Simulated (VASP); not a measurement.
**Se: single point with PBE**

Se:

```
CELL_PARAMETERS angstrom
-1.70345 1.70345 1.70345
1.70345 -1.70345 1.70345
1.70345 1.70345 -1.70345
ATOMIC_POSITIONS crystal
Se 0.00000 0.00000 0.00000
```

```json
{
  "Program": "VASP 6.6.1",
  "Task": "single point",
  "Functional": "PBE",
  "Potentials or basis": "VASP PAW PBE potentials, release 64 (Se)",
  "Cutoff": "520 eV",
  "k mesh": "4 × 4 × 4",
  "Occupations": "gaussian, width 0.1 eV",
  "Spin": "no spin polarisation"
}
```

The pressure is 0.7 GPa. The band gap on the k mesh is zero (band 3 reaches 8.94 eV, above the bottom of band 4 at 1.96 eV).

Levels at points of the mesh, in eV from the Fermi level:
| k point | band 1 | band 2 | band 3 | band 4 | band 5 | band 6 | band 7 | band 8 |
| --- | --- | --- | --- | --- | --- | --- | --- | --- |
| (0.00, 0.00, 0.00) | -15.73 | 3.74 | 3.74 | 3.74 | 12.14 | 13.10 | 13.10 | 13.10 |
| (0.50, 0.00, 0.00) | -12.15 | -6.21 | 0.68 | 2.85 | 7.58 | 8.95 | 18.18 | 18.81 |
| (0.50, 0.50, 0.50) | -9.66 | -2.69 | -2.69 | -2.69 | 4.61 | 4.61 | 23.53 | 23.53 |

Run time: 2.1 s on 1 thread of Intel(R) Xeon(R) Platinum 8375C CPU @ 2.90GHz (Ice Lake) (shared host), peak memory 0.13 GiB.

Caveat: the k points lie up to 0.65 Å⁻¹ apart.
